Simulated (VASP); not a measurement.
Ga8P7N:

```
Ga P N
1.0
    10.63248    0.00000    0.00000
     0.00000    5.31624    0.00000
     0.00000    0.00000    5.31624
Ga P N
8 7 1
Direct
  0.00478 0.99607 0.01732
  0.49618 0.98803 0.00331
  0.25317 0.50675 0.00365
  0.74135 0.49036 0.99720
  0.24066 0.98545 0.50303
  0.75528 0.01135 0.50981
  0.00672 0.49526 0.49230
  0.48781 0.48615 0.52420
  0.13788 0.24447 0.23656
  0.37263 0.74603 0.25864
  0.87241 0.74752 0.24674
  0.36955 0.25088 0.74956
  0.87475 0.22223 0.74337
  0.13382 0.72712 0.74648
  0.62255 0.74085 0.73425
  0.63842 0.23369 0.25790
```

Base run:

```yaml
Program: VASP 6.6.1
Functional: HF
Potentials_or_basis: VASP PAW PBE potentials, release 64 (Ga_d, P, N)
Cutoff: 520 eV
k_mesh: 1 × 1 × 1, shifted
Occupations: fermi-dirac, width 0.05 eV
Spin: no spin polarisation
```

Its results: pressure 6.6 GPa; largest force 5.177 eV/Å.

Q: After a change of settings the same cell gave: pressure 9.4 GPa; largest force 5.438 eV/Å. Which change was it?
A. functional from HF to PBE; further incar settings from LREAL = Auto; ALGO = Normal; EDIFF = 1e-06; NBANDS = 86; ISYM = -1 to LREAL = Auto; ALGO = Normal; EDIFF = 1e-07; NBANDS = 86; ISYM = 0
B. further incar settings from LREAL = Auto; ALGO = Normal; EDIFF = 1e-06; NBANDS = 86; ISYM = -1 to LREAL = Auto; ALGO = Normal; EDIFF = 1e-06; NBANDS = 86; ISYM = 0
C. functional from HF to PBEsol; cutoff from 520 eV to 700 eV
D. functional from HF to PBEsol; further incar settings from LREAL = Auto; ALGO = Normal; EDIFF = 1e-06; NBANDS = 86; ISYM = -1 to LREAL = Auto; ALGO = Normal; EDIFF = 1e-06; NBANDS = 86; ISYM = 0

A: B.

Caveats: some runs use coarse meshes; the PAW data sets were made with another functional, which shifts forces and pressure a little; the cell stands under pressure (at least some runs).
